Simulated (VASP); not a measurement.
Input of a VASP 6.6.1 run:

Contents of INCAR:

```
SYSTEM = SbOs
PREC = Accurate
ENCUT = 520
EDIFF = 1E-6
ISMEAR = -1
SIGMA = 0.05
LREAL = .FALSE.
LASPH = .TRUE.
NELM = 80
ALGO = Normal
ISIF = 2
LWAVE = .FALSE.
LCHARG = .FALSE.
GGA = PE
NBANDS = 14
```

The input KPOINTS:

```
regular mesh
0
G
  12 12 12
  0 0 0
```

The input POSCAR:

```
SbOs
1.0
    3.2018078402      0.0000000000      0.0000000000
    0.0000000000      3.2018078402      0.0000000000
    0.0000000000      0.0000000000      3.2018078402
Os Sb
1 1
Direct
    0.0000000000      0.0000000000      0.0000000000
    0.5000000000      0.5000000000      0.5000000000
```

Potentials or basis: VASP PAW PBE potentials, release 64 (Os, Sb).

Launch:

```bash
$ cat potpaw_PBE.64/Os/POTCAR potpaw_PBE.64/Sb/POTCAR > POTCAR
$ mpirun -np 1 vasp_std > vasp.out
```

Problem. Predict the pressure.

Solution. 18.9 GPa.
